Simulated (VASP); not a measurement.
# Co (P6_3/mmc) in VASP: relaxation of cell and atoms with PBE

Aim: the relaxation of cell and atoms of Co with PBE.

Program: VASP 6.6.1. These are calculated values, not measurements. Logs are shortened: lines on timing, memory, paths and dates and some standing lists are left out, and cuts for length are marked.

### Step 1. The cell of the first run

Symmetry: P6_3/mmc, No. 194, hexagonal system. The conventional cell has a = 2.491 Å, b = 2.491 Å, c = 4.036 Å, α = 90.00°, β = 90.00°, γ = 120.00°. Within 3.3 Å of Co (site symmetry -6m2) lie 12 Co at 2.48 to 2.49 Å.

### Step 2. Relaxation of cell and atoms, PBE, collinear spin, ferromagnetic start

INCAR reads:

```
PREC = Accurate
ENCUT = 600
EDIFF = 1E-6
ISMEAR = -1
SIGMA = 0.1
LREAL = F
LASPH = T
NELM = 150
ALGO = Normal
ISIF = 3
LWAVE = F
LCHARG = F
ISPIN = 2
MAGMOM = 1.7 1.7
LORBIT = 11
LMAXMIX = 4
GGA = PE
IBRION = 2
NSW = 60
EDIFFG = -0.005
```

KPOINTS reads:

```
Automatic mesh
0
Gamma
  20 20 11
```

POSCAR reads:

```
Co
1.0
    2.4911007134      0.0000000000      0.0000000000
   -1.2455503567      2.1573565012      0.0000000000
    0.0000000000      0.0000000000      4.0355831558
Co
2
Direct
    0.3333333333      0.6666666667      0.2500000000
    0.6666666667      0.3333333333      0.7500000000
```

Potentials or basis: VASP PAW PBE potentials, release 64 (Co).

Run with:

```
$ cat potpaw_PBE.64/Co/POTCAR > POTCAR
$ mpirun -np 1 vasp_std > vasp.out
```

OUTCAR:

```text
PREC = Accurate
   ENCUT = 600
   EDIFF = 1E-6
   ISMEAR = -1
   LREAL = F
   LASPH = T
   NELM = 150
   ISIF = 3
   ISPIN = 2
   LORBIT = 11
   GGA = PE
   IBRION = 2
   NSW = 60
   EDIFFG = -0.005

 ion  position               nearest neighbor table
   1  0.333  0.667  0.250-   2 2.48   2 2.48   2 2.48   2 2.48   2 2.48   2 2.48
   2  0.667  0.333  0.750-   1 2.48   1 2.48   1 2.48   1 2.48   1 2.48   1 2.48

  LATTYP: Found a hexagonal cell.
 ALAT       =     2.4911007134
 C/A-ratio  =     1.6200000000

  Lattice vectors:

 A1 = (   2.4911007134,   0.0000000000,   0.0000000000)
 A2 = (  -1.2455503567,   2.1573565012,   0.0000000000)
 A3 = (   0.0000000000,   0.0000000000,   4.0355831558)

Analysis of symmetry for initial positions (statically):
=====================================================================
 Subroutine PRICEL returns:
 Original cell was already a primitive cell.

 Routine SETGRP: Setting up the symmetry group for a
 hexagonal supercell.

 Subroutine GETGRP returns: Found 24 space group operations
 (whereof 12 operations were pure point group operations)
 out of a pool of 24 trial point group operations.

The static configuration has the point symmetry D_3d.
 The point group associated with its full space group is D_6h.

Analysis of symmetry for dynamics (positions and initial velocities):
=====================================================================
 Subroutine PRICEL returns:
 Original cell was already a primitive cell.

 Routine SETGRP: Setting up the symmetry group for a
 hexagonal supercell.

 Subroutine GETGRP returns: Found 24 space group operations
 (whereof 12 operations were pure point group operations)
 out of a pool of 24 trial point group operations.

The dynamic configuration has the point symmetry D_3d.
 The point group associated with its full space group is D_6h.

Analysis of structural, dynamic, and magnetic symmetry:
=====================================================================
 Subroutine PRICEL returns:
 Original cell was already a primitive cell.

 Routine SETGRP: Setting up the symmetry group for a
 hexagonal supercell.

 Subroutine GETGRP returns: Found 24 space group operations
 (whereof 12 operations were pure point group operations)
 out of a pool of 24 trial point group operations.

The overall configuration has the point symmetry D_3d.
 The point group associated with its full space group is D_6h.

 Subroutine INISYM returns: Found 24 space group operations
 (whereof 12 operations are pure point group operations),
 and found     1 'primitive' translations

----------------------------------------------------------------------------------------

                                     Primitive cell

  volume of cell :      21.6880

  direct lattice vectors                    reciprocal lattice vectors
     2.491100713  0.000000000  0.000000000     0.401428973  0.231765125  0.000000000
    -1.245550357  2.157356501  0.000000000     0.000000000  0.463530251  0.000000000
     0.000000000  0.000000000  4.035583156     0.000000000  0.000000000  0.247795662

  length of vectors
     2.491100713  2.491100713  4.035583156     0.463530251  0.463530251  0.247795662

  position of ions in fractional coordinates (direct lattice)
     0.333333333  0.666666667  0.250000000
     0.666666667  0.333333333  0.750000000

  ion indices of the primitive-cell ions
   primitive index   ion index
                 1           1
                 2           2

----------------------------------------------------------------------------------------

 KPOINTS: Automatic mesh

Automatic generation of k-mesh.
 Grid dimensions read from file:
 generate k-points for:   20   20   11

 Generating k-lattice:

  Cartesian coordinates                     Fractional coordinates (reciprocal lattice)
     0.020071449  0.011588256  0.000000000     0.050000000 -0.000000000  0.000000000
     0.000000000  0.023176513  0.000000000     0.000000000  0.050000000  0.000000000
     0.000000000  0.000000000  0.022526878     0.000000000  0.000000000  0.090909091

  Length of vectors
     0.023176513  0.023176513  0.022526878

[... 43 lines left out ...]
 SYSTEM =  unknown system
   PREC   = accura    normal or accurate (medium, high low for compatibility)
   ISTART =      0    job   : 0-new  1-cont  2-samecut
   ICHARG =      2    charge: 1-file 2-atom 10-const
   ISPIN  =      2    spin polarized calculation?
   LNONCOLLINEAR =      F non collinear calculations
   LSORBIT =      F    spin-orbit coupling
   LASPH  =      T    aspherical Exc in radial PAW
   ENCUT  =  600.0 eV  44.10 Ry    6.64 a.u.   4.98  4.98  8.06*2*pi/ulx,y,z
   NELM   =    150;   NELMIN=  2; NELMDL= -5     # of ELM steps
   EDIFF  = 0.1E-05   stopping-criterion for ELM
   LREAL  =      F    real-space projection
   EDIFFG = -.5E-02   stopping-criterion for IOM
   NSW    =     60    number of steps for IOM
   IBRION =      2    ionic relax: 0-MD 1-quasi-New 2-CG
   NFREE  =      1    steps in history (QN), initial steepest desc. (CG)
   ISIF   =      3    stress and relaxation
   ISYM   =      2    0-nonsym 1-usesym 2-fastsym
   POTIM  = 0.5000    time-step for ionic-motion
   TEBEG  =    0.0;   TEEND  =   0.0 temperature during run
   PSTRESS=    0.0 pullay stress
   NELECT =      18.0000    total number of electrons
   NUPDOWN=      -1.0000    fix difference up-down
   EMIN   =  10.00;   EMAX   =-10.00  energy-range for DOS
   EFERMI =   0.00;   METHOD = LEGACY
   ISMEAR =    -1;   SIGMA  =   0.10  broadening in eV -4-tet -1-fermi 0-gaus
   EFERMI_NEDOS =   21; number of points for ismear=-14 and -15
   IALGO  =     38    algorithm
   IMIX   =      4    mixing-type and parameters
     AMIX     =   0.40;   BMIX     =  1.00
     AMIX_MAG =   1.60;   BMIX_MAG =  1.00
  volume/ion in A,a.u.               =      10.84        73.18
  Fermi-wavevector in a.u.,A,eV,Ry     =   1.538482  2.907310 32.204007  2.366928
  Thomas-Fermi vector in A             =   2.644845
   LORBIT       =     11    0 simple, 1 ext, 2 COOP (PROOUT), +10 PAW based schemes
   GGA     = PE    functional components
   LHFCALC =     F    Hartree Fock is set to
   AEXX    =    0.0000 exact exchange contribution
   IVDW    =     0    specifies the selected vdW correction
   LEPSILON=     F    determine dielectric tensor
   LRPA    =     F    only Hartree local field effects (RPA)
 conjugate gradient relaxation of ions
 spin polarized calculation
  energy-cutoff  :      600.00
  volume of cell :       21.69
 maximum number of plane-waves:       750
 NGX is ok and might be reduce to    20
   NGX =  9   NGY =  9   NGZ = 17

--------------------------------------- Ionic step        1  -------------------------------------------

 number of electron      17.9999995 magnetization       3.1957255

 Free energy of the ion-electron system (eV)
  ---------------------------------------------------
  ext. energy  EPLUGINS =         0.00000000
  ---------------------------------------------------
  free energy    TOTEN  =       -14.10066851 eV

  energy without entropy =      -14.04032006  energy(sigma->0) =      -14.07049429

------------------------ aborting loop because EDIFF is reached ----------------------------------------

  FORCE on cell =-STRESS in cart. coord.  units (eV):
  Direction    XX          YY          ZZ          XY          YZ          ZX
  --------------------------------------------------------------------------------------
  -------------------------------------------------------------------------------------
  Total       -0.0403692     -0.0403692     -0.0774028      0.0000000     -0.0000000     -0.0000000
  in kB       -2.9822325     -2.9822325     -5.7180488      0.0000000     -0.0000000     -0.0000000
  external PRESSURE =      -3.8941712 kB  Pullay stress =       0.0000000 kB
[... 89 lines left out ...]
  FREE ENERGIE OF THE ION-ELECTRON SYSTEM (eV)
  ---------------------------------------------------
  free  energy   TOTEN  =       -14.1007231592 eV

  energy  without entropy=      -14.0405412363  energy(sigma->0) =      -14.07063220

[... ionic steps 4 to 12 ...]

--------------------------------------- Ionic step       13  -------------------------------------------

 number of electron      17.9999994 magnetization       3.1946742

------------------------ aborting loop because EDIFF is reached ----------------------------------------
[... 67 lines left out ...]
--------------------------------------- Ionic step       15  -------------------------------------------

 number of electron      17.9999994 magnetization       3.1941031

 Free energy of the ion-electron system (eV)
  ---------------------------------------------------
  ext. energy  EPLUGINS =         0.00000000
  ---------------------------------------------------
  free energy    TOTEN  =       -14.10072647 eV

  energy without entropy =      -14.04055969  energy(sigma->0) =      -14.07064308

 E-fermi :  10.2903     XC(G=0): -13.4178

 val. band max:       10.2846149332   @ k =   0.1000   0.0500   0.1818
 cond. band min:      10.2923231938   @ k =   0.2000   0.1000   0.2727
 fundamental gap:      0.0077082607
 Fermi energy:        10.2903437200

 spin component 1

 k-point     1 :       0.0000    0.0000    0.0000
  band No.  band energies     occupation
      1       1.3695      1.00000
      2       5.1561      1.00000
      3       7.6805      1.00000
      4       7.7057      1.00000
      5       7.7057      1.00000
      6       8.0174      1.00000
      7       8.0174      1.00000
      8       8.3651      1.00000
      9       8.3651      1.00000
     10       9.4645      0.99974
     11       9.4645      0.99974
     12      10.2055      0.70017
     13      16.6557      0.00000
     14      32.3008      0.00000
[... 403 lines left out ...]
      4       6.8783      1.00000
      5       7.6276      1.00000
      6       7.7790      1.00000
      7       8.0848      1.00000
      8       8.7023      1.00000
      9       9.0667      1.00000
     10       9.4677      0.99973
     11       9.6080      0.99891
     12      16.1614      0.00000
     13      17.4793      0.00000
     14      21.0908      0.00000
     15      24.8025      0.00000

 [... further k-points ...]

 spin component 2

 k-point     1 :       0.0000    0.0000    0.0000
  band No.  band energies     occupation
      1       1.3628      1.00000
      2       6.0874      1.00000
      3       9.2945      0.99995
      4       9.3288      0.99993
      5       9.3288      0.99993
      6       9.6938      0.99744
      7       9.6938      0.99744
      8      10.1240      0.84070
      9      10.1240      0.84070
     10      10.1392      0.81930
     11      11.3398      0.00003
     12      11.3398      0.00003
     13      17.6584      0.00000
     14      32.0166      0.00000
[... 444 lines left out ...]
  FREE ENERGIE OF THE ION-ELECTRON SYSTEM (eV)
  ---------------------------------------------------
  free  energy   TOTEN  =       -14.1007264703 eV

  energy  without entropy=      -14.0405596886  energy(sigma->0) =      -14.07064308

 reached required accuracy - stopping structural energy minimisation

 total charge

# of ion       s       p       d       tot
------------------------------------------
    1        0.489   0.523   7.266   8.278
    2        0.489   0.523   7.266   8.278
--------------------------------------------------
tot          0.979   1.045  14.531  16.556

 magnetization (x)

# of ion       s       p       d       tot
------------------------------------------
    1       -0.015  -0.054   1.686   1.617
    2       -0.015  -0.054   1.686   1.617
--------------------------------------------------
tot         -0.030  -0.109   3.372   3.233
```

It took 21 min on 1 thread of Intel Xeon 8259CL, shared host; peak memory 0.29 GiB.

What came out:

| Property | Result |
| --- | --- |
| Free energy | -14.1007 eV |
| Relaxed volume | 10.82 Å³/atom |
| Relaxed cell | a = 2.490 Å, b = 2.490 Å, c = 4.031 Å, α = 90.00°, β = 90.00°, γ = 120.00° |
| Space group after relaxing (to 0.1 Å) | P6_3/mmc (No. 194) |
| Energy gained by relaxing | 0.0 meV/atom |
| Ionic steps | 15 |
| Pressure after relaxing | 0.1 GPa |
| Net moment | 3.19 μB per cell |
| Site moments | Co +1.62 μB |
| Valence electrons inside the program's atomic spheres | Co 8.28 |

Final structure:
```xyz
2
Lattice="2.4901 0.0000 0.0000 -1.2451 2.1565 0.0000 0.0000 0.0000 4.0311" Properties=species:S:1:pos:R:3 pbc="T T T"
Co    0.0000    1.4377    1.0078
Co    1.2451    0.7188    3.0233
```

Levels at points of the mesh, in eV from the Fermi level:
Spin up:
```csv
k point,band 7,band 8,band 9,band 10,band 11,band 12,band 13,band 14,band 15
"(0.00, 0.00, 0.00)",-2.27,-1.93,-1.93,-0.83,-0.83,-0.08,6.37,22.01,24.61
"(0.50, 0.00, 0.00)",-2.18,-0.69,-0.60,-0.54,1.32,3.33,9.70,10.36,12.75
```
Spin down:
```
           k point  band 5  band 6  band 7  band 8  band 9  band 10
(0.00, 0.00, 0.00)   -0.96   -0.60   -0.60   -0.17   -0.17    -0.15
(0.50, 0.00, 0.00)   -1.11   -1.03   -0.62    1.18    1.31     1.34
```
